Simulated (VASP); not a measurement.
**KBr: relaxation of cell and atoms with PBE**

Crystal: KBr.

```
K Br
1.0
     4.58253    0.00000    0.00000
    -2.29126    3.96858    0.00000
     0.00000    0.00000    7.46952
K Br
2 2
Direct
  0.00000 0.00000 0.00000
  0.00000 0.00000 0.50000
  0.33333 0.66667 0.25000
  0.66667 0.33333 0.75000
```

* Program: VASP 6.6.1
* Task: relaxation of cell and atoms
* Functional: PBE
* Potentials or basis: VASP PAW PBE potentials, release 64 (K_sv, Br)
* Cutoff: 600 eV
* k mesh: 6 × 6 × 4
* Occupations: fermi-dirac, width 0.02 eV
* Spin: no spin polarisation
* Dipole correction: no
* Further INCAR settings: ALGO = Normal; EDIFF = 1e-06; IBRION = 2; EDIFFG = -0.005; NSW = 80; ISIF = 3

- Relaxed volume: 37.89 Å³/atom
- Relaxed cell: a = 4.641 Å, b = 4.641 Å, c = 8.126 Å, α = 90.00°, β = 90.00°, γ = 120.00°
- Space group after relaxing (to 0.05 Å): P6_3/mmc (No. 194)
- Energy gained by relaxing: 29.8 meV/atom
- Ionic steps: 8
- Pressure after relaxing: 0.0 GPa
- Band gap on the k mesh: 4.24 eV, direct

The path:
```csv
step,energy change (eV),largest force (eV/Å),pressure (GPa),volume (Å³)
1,0.0000,0.0000,1.98,135.84
2,-0.0825,0.0000,0.80,144.27
3,-0.1080,0.0000,0.00,152.03
4,-0.1085,0.0000,-0.12,153.31
5,-0.1132,0.0000,-0.10,152.96
6,-0.1192,0.0000,-0.03,151.86
7,-0.1192,0.0000,-0.03,151.89
8,-0.1193,0.0000,0.00,151.57
```

Final structure:
```
K Br
1.0
     4.64098    0.00000    0.00000
    -2.32049    4.01920    0.00000
     0.00000    0.00000    8.12571
K Br
2 2
Direct
  0.00000 0.00000 0.00000
  0.00000 0.00000 0.50000
  0.33333 0.66667 0.25000
  0.66667 0.33333 0.75000
```

Levels at points of the mesh, in eV from the valence-band top:
| k point | band 12 | band 13 | band 14 | band 15 | band 16 | band 17 | band 18 | band 19 | band 20 |
| --- | --- | --- | --- | --- | --- | --- | --- | --- | --- |
| (0.00, 0.00, 0.00) | -0.24 | -0.24 | -0.16 | 0.00 | 0.00 | 4.24 | 6.46 | 6.67 | 7.81 |
| (0.50, 0.00, 0.00) | -0.71 | -0.51 | -0.51 | -0.32 | -0.25 | 6.09 | 6.73 | 6.90 | 7.51 |
| (0.00, 0.00, 0.50) | -0.72 | -0.13 | -0.13 | -0.13 | -0.13 | 5.40 | 5.40 | 7.23 | 7.23 |
| (0.50, 0.00, 0.50) | -0.97 | -0.43 | -0.43 | -0.28 | -0.28 | 6.67 | 6.67 | 6.71 | 6.71 |

It took 3.3 min on 1 thread of Intel(R) Xeon(R) 6975P-C (Granite Rapids) (shared host), peak memory 0.34 GiB.

A k mesh can miss the band edges. PBE gaps usually lie below the measured ones, often by a third to a half.
